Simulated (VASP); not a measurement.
# Hf5Se6S4 (P1) in VASP: single point with PBE+D3(BJ)

Aim: the single point of Hf5Se6S4 with PBE+D3(BJ).

Program: VASP 6.6.1. These are calculated values, not measurements. Logs are shortened: lines on timing, memory, paths and dates and some standing lists are left out, and cuts for length are marked.

## (1) The cell of the first run

The typed cell holds 15 atoms: a = 5.999 Å, b = 6.358 Å, c = 9.714 Å, α = 109.10°, β = 90.28°, γ = 90.29°.

## (2) Single point, PBE+D3(BJ)

Contents of INCAR:

```
SYSTEM = Hf5Se6S4
  PREC = Accurate
  ENCUT = 520
  EDIFF = 1E-6
  ISMEAR = 0
  SIGMA = 0.02
  LREAL = Auto
  LASPH = .TRUE.
  NELM = 100
  ALGO = Normal
  ISIF = 2
  LWAVE = .FALSE.
  LCHARG = .FALSE.
  GGA = PE
  IVDW = 12
  NBANDS = 68
```

Contents of KPOINTS:

```
Automatic mesh
0
G
  2 2 2
  0 0 0
```

Contents of POSCAR:

```
Hf5Se6S4
1.0
   -0.0211237791     -0.0152565457     -5.9992954123
   -0.0001643517      6.3579346906      0.0159773454
    9.1790554732     -3.1792045338      0.0239556941
Hf Se S
5 6 4
Direct
   -0.0065342453     -0.0027412629     -0.0022149227
   -0.0069931692      0.1969589653      0.3999993808
   -0.0036986497      0.6026787190      0.1997532814
   -0.0052730269      0.3975823177      0.7976771720
   -0.0031479781      0.8051994211      0.6045716155
    0.2618230615      0.2674086107      0.1998155890
    0.2651456808      0.4688415895      0.6008592634
    0.2655817931      0.8685759562      0.4029732586
    0.2650079041      0.6669536362     -0.0007648151
    0.7275254129      0.3319710553      0.9985309669
    0.7313401732      0.5340361497      0.4008140437
    0.2345194989      0.0706261938      0.8030310070
    0.7595827121      0.9318012557      0.1983411746
    0.7575070823      0.7289949932      0.7985527590
    0.7576137503      0.1311123995      0.5980602259
```

Potentials or basis: VASP PAW PBE potentials, release 64 (Hf_pv, Se, S).

Started as:

```bash
$ cat potpaw_PBE.64/Hf_pv/POTCAR potpaw_PBE.64/Se/POTCAR potpaw_PBE.64/S/POTCAR > POTCAR
$ mpirun -np 1 vasp_std > vasp.out
```

OUTCAR:

```text
SYSTEM = Hf5Se6S4
   PREC = Accurate
   ENCUT = 520
   EDIFF = 1E-6
   ISMEAR = 0
   LREAL = Auto
   LASPH = .TRUE.
   NELM = 100
   ISIF = 2
   GGA = PE
   IVDW = 12
 IVDW          = 12

 ion  position               nearest neighbor table
   1  0.993  0.997  0.998-  14 2.54  12 2.55  13 2.55  10 2.66   9 2.67   6 2.67   5 3.61   3 3.66
                             4 3.67   4 3.67   2 3.69   3 3.70
   2  0.993  0.197  0.400-  15 2.53  13 2.54  11 2.66   8 2.67   6 2.68   7 2.68   3 3.64   4 3.65
                             5 3.66   1 3.69   3 3.70   5 3.72
   3  0.996  0.603  0.200-  13 2.54   9 2.67  11 2.67   6 2.67   8 2.67  10 2.67   2 3.64   1 3.66
                             4 3.69   1 3.70   2 3.70   5 3.72
   4  0.995  0.398  0.798-  15 2.54  14 2.55  12 2.55   7 2.66  10 2.67   9 2.67   5 3.62   2 3.65
                             5 3.66   1 3.67   1 3.67   3 3.69
   5  0.997  0.805  0.605-  12 2.53  14 2.54  15 2.54  11 2.67   8 2.67   7 2.67   1 3.61   4 3.62
                             2 3.66   4 3.66   3 3.72   2 3.72
   6  0.262  0.267  0.200-   3 2.67   1 2.67   2 2.68
   7  0.265  0.469  0.601-   4 2.66   5 2.67   2 2.68
   8  0.266  0.869  0.403-   2 2.67   3 2.67   5 2.67
   9  0.265  0.667  0.999-   3 2.67   1 2.67   4 2.67
  10  0.728  0.332  0.999-   1 2.66   4 2.67   3 2.67
  11  0.731  0.534  0.401-   2 2.66   3 2.67   5 2.67
  12  0.235  0.071  0.803-   5 2.53   1 2.55   4 2.55
  13  0.760  0.932  0.198-   2 2.54   3 2.54   1 2.55
  14  0.758  0.729  0.799-   1 2.54   5 2.54   4 2.55
  15  0.758  0.131  0.598-   2 2.53   4 2.54   5 2.54

  LATTYP: Found a triclinic cell.
 ALAT       =     8.7195248910
 B/A-ratio  =     0.6880365702
 C/A-ratio  =     1.1140584828
 COS(alpha) =     0.0049608704
 COS(beta)  =     0.2420652651
 COS(gamma) =     0.6843500105

  Lattice vectors:

 A1 = (  -0.0212881308,   6.3426781449,  -5.9833180669)
 A2 = (  -0.0211237791,  -0.0152565457,  -5.9992954123)
 A3 = (  -9.1790554732,   3.1792045338,  -0.0239556941)

Analysis of symmetry for initial positions (statically):
=====================================================================
 Subroutine PRICEL returns:
 Original cell was already a primitive cell.

 Routine SETGRP: Setting up the symmetry group for a
 triclinic supercell.

 Subroutine GETGRP returns: Found  1 space group operations
 (whereof  1 operations were pure point group operations)
 out of a pool of  2 trial point group operations.

The static configuration has the point symmetry C_1 .

Analysis of symmetry for dynamics (positions and initial velocities):
=====================================================================
 Subroutine PRICEL returns:
 Original cell was already a primitive cell.

 Routine SETGRP: Setting up the symmetry group for a
 triclinic supercell.

 Subroutine GETGRP returns: Found  1 space group operations
 (whereof  1 operations were pure point group operations)
 out of a pool of  2 trial point group operations.

The dynamic configuration has the point symmetry C_1 .

 Subroutine INISYM returns: Found  1 space group operations
 (whereof  1 operations are pure point group operations),
 and found     1 'primitive' translations

----------------------------------------------------------------------------------------

                                     Primitive cell

  volume of cell :     350.1082

  direct lattice vectors                    reciprocal lattice vectors
    -0.021123779 -0.015256546 -5.999295412     0.000580118  0.000418902 -0.166689349
    -0.000164352  6.357934691  0.015977345     0.054478447  0.157286675 -0.000591810
     9.179055473 -3.179204534  0.023955694     0.108945982  0.000003780 -0.000383613

  length of vectors
     5.999352000  6.357954768  9.714060671     0.166690885  0.166455248  0.108946657

  position of ions in fractional coordinates (direct lattice)
     0.993465755  0.997258737  0.997785077
     0.993006831  0.196958965  0.399999381
     0.996301350  0.602678719  0.199753281
     0.994726973  0.397582318  0.797677172
     0.996852022  0.805199421  0.604571615
     0.261823062  0.267408611  0.199815589
     0.265145681  0.468841590  0.600859263
[... 39 lines left out ...]
     0.027239224  0.078643338 -0.000295905    -0.000000000  0.500000000  0.000000000
     0.054472991  0.000001890 -0.000191807     0.000000000  0.000000000  0.500000000

  Length of vectors
     0.083345442  0.083227624  0.054473328

  Shift w.r.t. Gamma in fractional coordinates (k-lattice)
     0.000000000  0.000000000  0.000000000

 Subroutine IBZKPT returns following result:
 ===========================================

 Found      8 irreducible k-points:

 Following reciprocal coordinates:
            Coordinates               Weight
  0.000000  0.000000  0.000000      1.000000
  0.500000  0.000000 -0.000000      1.000000
  0.000000  0.500000 -0.000000      1.000000
  0.500000  0.500000 -0.000000      1.000000
  0.000000  0.000000  0.500000      1.000000
  0.500000  0.000000  0.500000      1.000000
  0.000000  0.500000  0.500000      1.000000
  0.500000  0.500000  0.500000      1.000000
   k-points           NKPTS =      8   k-points in BZ     NKDIM =      8   number of bands    NBANDS=     68
   number of dos      NEDOS =    301   number of ions     NIONS =     15
   total plane-waves  NPLWV = 165888
   dimension x,y,z NGX =    48 NGY =   48 NGZ =   72
   dimension x,y,z NGXF=    96 NGYF=   96 NGZF=  144
   ions per type =               5   6   4
   NGX,Y,Z   is equivalent  to a cutoff of  13.30, 12.55, 12.32 a.u.
   NGXF,Y,Z  is equivalent  to a cutoff of  26.60, 25.10, 24.64 a.u.
 SYSTEM =  Hf5Se6S4
   PREC   = accura    normal or accurate (medium, high low for compatibility)
   ISTART =      0    job   : 0-new  1-cont  2-samecut
   ICHARG =      2    charge: 1-file 2-atom 10-const
   ISPIN  =      1    spin polarized calculation?
   LNONCOLLINEAR =      F non collinear calculations
   LSORBIT =      F    spin-orbit coupling
   LASPH  =      T    aspherical Exc in radial PAW
   ENCUT  =  520.0 eV  38.22 Ry    6.18 a.u.  11.15 11.82 18.06*2*pi/ulx,y,z
   NELM   =    100;   NELMIN=  2; NELMDL= -5     # of ELM steps
   EDIFF  = 0.1E-05   stopping-criterion for ELM
   LREAL  =      T    real-space projection
   EDIFFG = 0.1E-04   stopping-criterion for IOM
   NSW    =      0    number of steps for IOM
   IBRION =     -1    ionic relax: 0-MD 1-quasi-New 2-CG
   NFREE  =      0    steps in history (QN), initial steepest desc. (CG)
   ISIF   =      2    stress and relaxation
   ISYM   =      2    0-nonsym 1-usesym 2-fastsym
   POTIM  = 0.5000    time-step for ionic-motion
   TEBEG  =    0.0;   TEEND  =   0.0 temperature during run
   PSTRESS=    0.0 pullay stress
   NELECT =     110.0000    total number of electrons
   NUPDOWN=      -1.0000    fix difference up-down
   EMIN   =  10.00;   EMAX   =-10.00  energy-range for DOS
   EFERMI =   0.00;   METHOD = LEGACY
   ISMEAR =     0;   SIGMA  =   0.02  broadening in eV -4-tet -1-fermi 0-gaus
   EFERMI_NEDOS =   21; number of points for ismear=-14 and -15
   IALGO  =     38    algorithm
   IMIX   =      4    mixing-type and parameters
     AMIX     =   0.40;   BMIX     =  1.00
     AMIX_MAG =   1.60;   BMIX_MAG =  1.00
  volume/ion in A,a.u.               =      23.34       157.51
  Fermi-wavevector in a.u.,A,eV,Ry     =   1.112940  2.103151 16.852648  1.238635
  Thomas-Fermi vector in A             =   2.249519
   LORBIT       =      0    0 simple, 1 ext, 2 COOP (PROOUT), +10 PAW based schemes
   GGA     = PE    functional components
   LHFCALC =     F    Hartree Fock is set to
   AEXX    =    0.0000 exact exchange contribution
   IVDW    =    12    specifies the selected vdW correction
   LEPSILON=     F    determine dielectric tensor
   LRPA    =     F    only Hartree local field effects (RPA)
 non-spin polarized calculation
 Gauss-broadening in eV      SIGMA  =   0.02
  energy-cutoff  :      520.00
  volume of cell :      350.11
 maximum number of plane-waves:      9462
 NGX is ok and might be reduce to    48
   NGX = 23   NGY = 23   NGZ = 37

 number of electron     110.0000002 magnetization

 Free energy of the ion-electron system (eV)
  ---------------------------------------------------
  ext. energy  EPLUGINS =         0.00000000
  ---------------------------------------------------
  free energy    TOTEN  =      -108.31730027 eV

  energy without entropy =     -108.31730027  energy(sigma->0) =     -108.31730027

 E-fermi :   3.7186     XC(G=0):  -9.7590

 val. band max:        3.5791750907   @ k =   0.0000   0.0000   0.0000
 cond. band min:       4.0623943636   @ k =   0.5000   0.5000   0.5000
 fundamental gap:      0.4832192729
 Fermi energy:         3.7186264191

 k-point     1 :       0.0000    0.0000    0.0000
  band No.  band energies     occupation
      1     -27.6784      2.00000
      2     -27.6595      2.00000
      3     -27.6432      2.00000
      4     -27.6273      2.00000
      5     -27.6093      2.00000
      6     -27.5913      2.00000
[... 549 lines left out ...]
     66       7.0856      0.00000
     67       7.1101      0.00000
 [bands above 67 left out]

------------------------ aborting loop because EDIFF is reached ----------------------------------------

 Edisp (eV)   -5.43521

 E8    (eV) :    -2.4308

  FORCE on cell =-STRESS in cart. coord.  units (eV):
  Direction    XX          YY          ZZ          XY          YZ          ZX
  --------------------------------------------------------------------------------------
  -------------------------------------------------------------------------------------
  Total      -0.13485    -0.50981    -0.57360     0.00749     0.48282     0.00020
  in kB      -0.61710    -2.33302    -2.62491     0.03425     2.20949     0.00093
  external pressure =       -1.86 kB  Pullay stress =        0.00 kB

 VOLUME and BASIS-vectors are now :
 -----------------------------------------------------------------------------
  energy-cutoff  :      520.00
  volume of cell :      350.11
      direct lattice vectors                 reciprocal lattice vectors
    -0.021123779 -0.015256546 -5.999295412     0.000580118  0.000418902 -0.166689349
    -0.000164352  6.357934691  0.015977345     0.054478447  0.157286675 -0.000591810
     9.179055473 -3.179204534  0.023955694     0.108945982  0.000003780 -0.000383613

 POSITION                                       TOTAL-FORCE (eV/Angst)
 -----------------------------------------------------------------------------------
      9.13757      3.15319     -5.92026        -0.010652     -0.009178      0.004180
      3.65061     -0.03458     -5.94461        -0.008772     -0.025451      0.026093
      1.81240      3.18154     -5.96269         0.002892     -0.002937      0.016368
      7.30085     -0.02335     -5.94220        -0.016942     -0.009065     -0.000105
      5.52821      3.18214     -5.95306         0.021174      0.002263      0.008941
      1.82854      1.06092     -1.56169        -0.016277     -0.025167      0.048684
      5.50964      1.06656     -1.56880        -0.013534     -0.017089      0.052615
      3.69316      4.23716     -1.56977         0.022091     -0.013431      0.039313
      9.16633      1.05963     -1.55527        -0.005478     -0.018572      0.043426
      9.15015     -1.07498     -4.33542        -0.004272      0.020867     -0.051446
      3.66356      2.10994     -4.36939         0.026670      0.027961     -0.051624
      7.36610     -2.10754     -1.38659         0.006380     -0.032556      0.083070
      1.80439      5.28218     -4.53732        -0.004010      0.039644     -0.077816
      7.31384      2.08458     -4.51373         0.013467      0.031259     -0.068017
      5.47360     -1.07931     -4.52873        -0.012738      0.031452     -0.073683
 -----------------------------------------------------------------------------------
    total drift:                                0.012859      0.015236     -0.010587

  FREE ENERGIE OF THE ION-ELECTRON SYSTEM (eV)
  ---------------------------------------------------
  free  energy   TOTEN  =      -113.7525071646 eV

  energy  without entropy=     -113.7525071646  energy(sigma->0) =     -113.75250716
```

Run time: 2.5 min. Hardware: 1 thread of Intel Xeon 6975P-C (Granite Rapids), shared host; peak memory 0.45 GiB.

Results:

| Property | Result |
| --- | --- |
| Free energy | -113.7525 eV |
| Pressure | -0.2 GPa |
| Largest force | 0.089 eV/Å |
| Band gap on the k mesh | 0.48 eV, indirect (least direct gap 0.82 eV) |
| Dispersion energy per atom | -0.362 eV |

Forces in eV/Å, atoms in the order of the input:
```
Hf  -0.011 -0.009  0.004
Hf  -0.009 -0.025  0.026
Hf   0.003 -0.003  0.016
Hf  -0.017 -0.009  0.000
Hf   0.021  0.002  0.009
Se  -0.016 -0.025  0.049
Se  -0.014 -0.017  0.053
Se   0.022 -0.013  0.039
Se  -0.005 -0.019  0.043
Se  -0.004  0.021 -0.051
Se   0.027  0.028 -0.052
S    0.006 -0.033  0.083
S   -0.004  0.040 -0.078
S    0.013  0.031 -0.068
S   -0.013  0.031 -0.074
```

Stress tensor (GPa, compression positive):
```
-0.06  0.00  0.00
 0.00 -0.23  0.22
 0.00  0.22 -0.26
```

Caveat: the k points lie up to 0.52 Å⁻¹ apart; spin-orbit coupling is left out, which moves the levels of the heavy elements.
